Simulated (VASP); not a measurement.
A run of VASP 6.6.1:

File INCAR:

```
  PREC = Accurate
  ENCUT = 600
  EDIFF = 1E-6
  ISMEAR = 0
  SIGMA = 0.1
  LREAL = F
  LASPH = T
  NELM = 60
  ALGO = Fast
  ISIF = 3
  LWAVE = F
  LCHARG = F
  GGA = PE
  IBRION = 2
  NSW = 100
  EDIFFG = -0.01
```

KPOINTS

```
Automatic mesh
0
Gamma
  12 12 10
```

POSCAR

```
BIr3Pd
1.0
    4.9365220926      0.0000000000      0.0000000000
   -2.4682610463      4.2751535385      0.0000000000
    0.0000000000      0.0000000000      4.0980202929
B Pd Ir
1 1 3
Direct
    0.0000000000      0.0000000000      0.5000000000
    0.0000000000      0.0000000000      0.0000000000
    0.5000000000      0.0000000000      0.5000000000
    0.0000000000      0.5000000000      0.5000000000
    0.5000000000      0.5000000000      0.5000000000
```

Potentials or basis: VASP PAW PBE potentials, release 64 (B, Pd, Ir).

Launch:

```bash
$ cat potpaw_PBE.64/B/POTCAR potpaw_PBE.64/Pd/POTCAR potpaw_PBE.64/Ir/POTCAR > POTCAR
$ mpirun -np 1 vasp_std > vasp.out
```

Hardware: 1 thread of Oxide Virtual Turin-like Processor, with other jobs on the host.

Task: How long does it take, and how much memory?

Result: It took 14 min on 1 thread of Oxide Virtual Turin-like Processor, on a shared host, peak memory 0.43 GiB. Counts: scf iterations 30, k points 114, ion steps 3.
